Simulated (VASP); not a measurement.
GaN, 4 atoms in the cell. It takes space group P3m1 (No. 156, trigonal). Conventional cell: a = 3.180 Å, b = 3.180 Å, c = 5.166 Å, α = 90.00°, β = 90.00°, γ = 120.00°. Ga (site symmetry 3m) has 4 N at 1.95 to 2.14 Å within 2.6 Å. Within 2.5 Å of Ga (site symmetry 3m) lie 4 N at 1.89 to 1.94 Å. N (site symmetry 3m) has 4 Ga at 1.89 to 2.14 Å within 2.5 Å. Within 2.6 Å of N (site symmetry 3m) lie 4 Ga at 1.94 to 1.95 Å.  This cell differs from its parent crystal: atom 3 (N) moved by (+0.000, +0.200) A along x and z.

```yaml
Program: VASP 6.6.1
Task: single point
Functional: PBE
Potentials_or_basis: VASP PAW PBE potentials, release 64 (Ga_d, N)
Cutoff: 520 eV
k_mesh: 12 × 12 × 6
Occupations: gaussian, width 0.05 eV
Spin: no spin polarisation
Dipole_correction: no
Further_INCAR_settings: ALGO = Normal; EDIFF = 1e-07; NBANDS = 26
```

Potentials or basis: VASP PAW PBE potentials, release 64 (Ga_d, N).

Command:

```console
$ cat potpaw_PBE.64/Ga_d/POTCAR potpaw_PBE.64/N/POTCAR > POTCAR
$ mpirun -np 1 vasp_std > vasp.out
```

Hardware: 1 thread of Intel(R) Xeon(R) 6975P-C (Granite Rapids), with other jobs on the host.

Question: How long does it take, and how much memory?

Answer: Run time: 36 s on 1 thread of Intel(R) Xeon(R) 6975P-C (Granite Rapids), with other jobs on the host, peak memory 0.22 GiB. Counts: scf iterations 15, k points 100.
